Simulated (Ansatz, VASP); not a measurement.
Si3Br: VASP beside Ansatz

```
Si Br
1.0
     0.00000    3.27582    3.27582
     3.27582    0.00000    3.27582
     3.27582    3.27582    0.00000
Si Br
3 1
Direct
  0.25000 0.25000 0.25000
  0.75000 0.75000 0.75000
  0.50000 0.50000 0.50000
  0.00000 0.00000 0.00000
```

Alike in both runs: functional PBE; k mesh 4 × 4 × 4; occupations gaussian, width 0.1 eV; no spin polarisation.

Ansatz relaxed the structure, and its values are those at the end. VASP's run is a single point on that final structure, the one shown.

|  | VASP | Ansatz |
| --- | --- | --- |
| version | VASP 6.6.1 | Ansatz 0.2.0 |
| potentials or method | VASP PAW PBE potentials, release 64 (Si, Br), cutoff 520 eV | scalar-relativistic, plane waves, PAW |
| valence electrons in the cell | 19 | 19 |

```tsv
	VASP	Ansatz	Ansatz less VASP
gap on the k mesh at the Fermi level (eV)	none	none	-
pressure (GPa)	-0.2	-0.2	-0.02
```

A gap of «none» marks a metal or a gap that the smearing closes.

The k mesh is coarse, so the values compare programs but aren't converged.
